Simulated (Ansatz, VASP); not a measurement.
**SiO2 in VASP and in Ansatz**

```xyz
6
Lattice="0.0000 3.5600 3.5600 3.5600 0.0000 3.5600 3.5600 3.5600 0.0000" Properties=species:S:1:pos:R:3 pbc="T T T"
Si    3.5600    3.5600    3.5600
Si    5.3400    5.3400    5.3400
O     4.4500    4.4500    4.4500
O     4.4500    2.6700    2.6700
O     2.6700    2.6700    4.4500
O     2.6700    4.4500    2.6700
```

Alike in both runs: task relaxation of cell and atoms; functional r2SCAN; k mesh 6 × 6 × 6; occupations gaussian, width 0.1 eV; no spin polarisation.

```csv
,VASP,Ansatz
version,VASP 6.6.1,Ansatz 0.2.0
potentials or method,"VASP PAW PBE potentials, release 64 (Si, O), cutoff 600 eV","scalar-relativistic, plane waves, PAW"
valence electrons in the cell,32,32
```

```tsv
	VASP	Ansatz	Ansatz less VASP
gap on the k mesh at the Fermi level, each at its own relaxed structure (eV)	6.04	6.05	+0.011
relaxed volume (Å³/atom)	16.91	16.88	-0.023
relaxed cell length with the largest relative difference (Å)	5.235	5.232	-0.0024
```

VASP's potentials were made for PBE, not for r2SCAN.
